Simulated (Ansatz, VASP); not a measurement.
# InCl3 in VASP and in Ansatz

The input INCAR:

```
ALGO = Normal
EDIFF = 1E-6
ENCUT = 520
GGA = CA
ISIF = 2
ISMEAR = 0
LASPH = T
LCHARG = F
LREAL = F
LWAVE = F
NBANDS = 44
NELM = 80
PREC = Accurate
SIGMA = 0.1
```

KPOINTS

```
k-points
0
Gamma
  3 3 6
```

POSCAR

```
InCl3
1.0
    9.5886843364      0.0000000000      0.0000000000
   -4.7943421682      8.3040442242      0.0000000000
    0.0000000000      0.0000000000      3.4114467418
In Cl
2 6
Direct
    0.6666666700      0.3333333300      0.2500000000
    0.3333333300      0.6666666700      0.7500000000
    0.7818374900      0.2181625100      0.7500000000
    0.4363250200      0.2181625100      0.7500000000
    0.7818374900      0.5636749800      0.7500000000
    0.2181625100      0.7818374900      0.2500000000
    0.5636749800      0.7818374900      0.2500000000
    0.2181625100      0.4363250200      0.2500000000
```

Input for Ansatz:

```yaml
crystal:
  lattice:
    - [9.5886843364, 0.0, 0.0]
    - [-4.7943421682, 8.3040442242, 0.0]
    - [0.0, 0.0, 3.4114467418]
  atoms:
    - { symbol: In, position: [0.66666667, 0.33333333, 0.25] }
    - { symbol: In, position: [0.33333333, 0.66666667, 0.75] }
    - { symbol: Cl, position: [0.78183749, 0.21816251, 0.75] }
    - { symbol: Cl, position: [0.43632502, 0.21816251, 0.75] }
    - { symbol: Cl, position: [0.78183749, 0.56367498, 0.75] }
    - { symbol: Cl, position: [0.21816251, 0.78183749, 0.25] }
    - { symbol: Cl, position: [0.56367498, 0.78183749, 0.25] }
    - { symbol: Cl, position: [0.21816251, 0.43632502, 0.25] }
basis:
  ecutwfc: 420
kpoints:
  mp_grid: { grid: [3, 3, 6] }
hamiltonian:
  xc: lda
scf:
  occupations: { method: gaussian, width: 0.1 }
output:
  forces: true
  stress: true
  eigenvalues: true
```

Alike in both runs: task single point; functional LDA; k mesh 3 × 3 × 6; occupations gaussian, width 0.1 eV; no spin polarisation.

|  | VASP | Ansatz |
| --- | --- | --- |
| version | VASP 6.6.1 | Ansatz 0.2.0 |
| potentials or method | VASP PAW LDA potentials, release 64 (In_d, Cl), cutoff 520 eV | scalar-relativistic, plane waves, PAW |
| valence electrons in the cell | 68 | 68 |

|  | VASP | Ansatz | Ansatz less VASP |
| --- | --- | --- | --- |
| gap on the k mesh at the Fermi level (eV) | 2.89 | 2.86 | -0.032 |
| least direct gap on the mesh (eV) | 3.04 | 3.01 | -0.032 |
| pressure (GPa) | -1.8 | -1.8 | +0.02 |
| traceless stress, the component that is largest in VASP (GPa) | -0.54 | -0.55 | -0.016 |
| rms of the force components (eV/Å) | 0.138 | 0.143 | +0.0045 |

LDA's correlation is that of Perdew and Zunger in VASP and of Perdew and Wang (1992) in Ansatz. Atom by atom the forces differ by 0.004 eV/Å (rms over components).
